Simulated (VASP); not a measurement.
Here is a VASP 6.6.1 calculation.

Contents of INCAR:

```
PREC = Accurate
ENCUT = 520
EDIFF = 1E-7
ISMEAR = 0
SIGMA = 0.01
LREAL = F
LASPH = T
NELM = 60
ALGO = Normal
ISIF = 2
LWAVE = F
LCHARG = T
GGA = PE
LELF = T
LVHAR = T
NBANDS = 11
```

File KPOINTS:

```
Automatic mesh
0
Gamma
  6 6 6
```

Contents of POSCAR:

```
Si
1.0
    0.0000000000      2.7185000000      2.7185000000
    2.7185000000      0.0000000000      2.7185000000
    2.7185000000      2.7185000000      0.0000000000
Si
2
Direct
    0.0000000000      0.0000000000      0.0000000000
    0.2500000000      0.2500000000      0.2500000000
```

Potentials or basis: VASP PAW PBE potentials, release 64 (Si).

Run with:

```sh
$ cat potpaw_PBE.64/Si/POTCAR > POTCAR
$ mpirun -np 1 vasp_std > vasp.out
```

(1) Predict the band gap on the k mesh.

(2) Estimate the pressure.

## Answers

(1) 0.71 eV, indirect (least direct gap 2.56 eV).

(2) 1.7 GPa.
